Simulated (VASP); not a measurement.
Input of a VASP 6.6.1 run:

Contents of INCAR:

```
SYSTEM = GaSb
PREC = Accurate
ENCUT = 500
EDIFF = 1E-6
ISMEAR = 0
SIGMA = 0.1
LREAL = .FALSE.
LASPH = .TRUE.
NELM = 120
ALGO = Normal
ISIF = 2
LWAVE = .FALSE.
LCHARG = .FALSE.
NBANDS = 21
GGA_COMPAT = .FALSE.
```

File KPOINTS:

```
regular mesh
0
G
  12 12 12
  0 0 0
```

The input POSCAR:

```
GaSb
1.0
    0.0000000000      3.0244648465      3.0244648465
    3.0244648465      0.0000000000      3.0244648465
    3.0244648465      3.0244648465      0.0000000000
Ga Sb
1 1
Direct
    0.0000000000      0.0000000000      0.0000000000
    0.2500000000      0.2500000000      0.2500000000
```

Potentials or basis: VASP PAW LDA potentials, release 64 (Ga_d, Sb_d_GW).

Run with:

```bash
$ cat potpaw_LDA.64/Ga_d/POTCAR potpaw_LDA.64/Sb_d_GW/POTCAR > POTCAR
$ mpirun -np 1 vasp_std > vasp.out
```

**Question.** Predict the band gap on the k mesh.

**Answer.** 0.11 eV.

**Question.** What does it give for the pressure?

**Answer.** 0.0 GPa.

Caveat: semilocal functionals underestimate gaps, and a narrow one can read as zero; spin-orbit coupling is left out, which moves the levels of the heavy elements. A k mesh can miss the band edges.
